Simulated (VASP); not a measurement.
**HgTe: single point with PBE**

HgTe:

```xyz
2
Lattice="0.0000 3.1800 3.1800 3.1800 0.0000 3.1800 3.1800 3.1800 0.0000" Properties=species:S:1:pos:R:3 pbc="T T T"
Hg    0.0000    0.0000    0.0000
Te    4.7700    4.7700    4.7700
```

| Item | Value |
| --- | --- |
| Program | VASP 6.6.1 |
| Task | single point |
| Functional | PBE |
| Potentials or basis | VASP PAW PBE potentials, release 64 (Hg, Te) |
| Cutoff | 500 eV |
| k mesh | 6 × 6 × 6 |
| Occupations | gaussian, width 0.02 eV |
| Spin | no spin polarisation |

```json
{"Pressure": "6.7 GPa", "Band gap on the k mesh": "zero (filled and empty bands touch)"}
```

Levels at points of the mesh, in eV from the Fermi level:
| k point | band 6 | band 7 | band 8 | band 9 | band 10 | band 11 | band 12 | band 13 |
| --- | --- | --- | --- | --- | --- | --- | --- | --- |
| (0.00, 0.00, 0.00) | -7.08 | -0.61 | -0.01 | -0.01 | -0.01 | 4.13 | 4.13 | 4.13 |
| (0.50, 0.00, 0.00) | -6.74 | -5.83 | -1.10 | -1.10 | 0.70 | 4.97 | 4.97 | 6.83 |
| (0.50, 0.50, 0.00) | -6.56 | -5.72 | -2.50 | -2.50 | 1.86 | 2.35 | 8.40 | 9.05 |

It took 18 s on 1 thread of AMD EPYC 7R43 64-Core Processor (Zen 3), on a shared host, peak memory 0.18 GiB.

Caveat: spin-orbit coupling is left out, which moves the levels of the heavy elements.
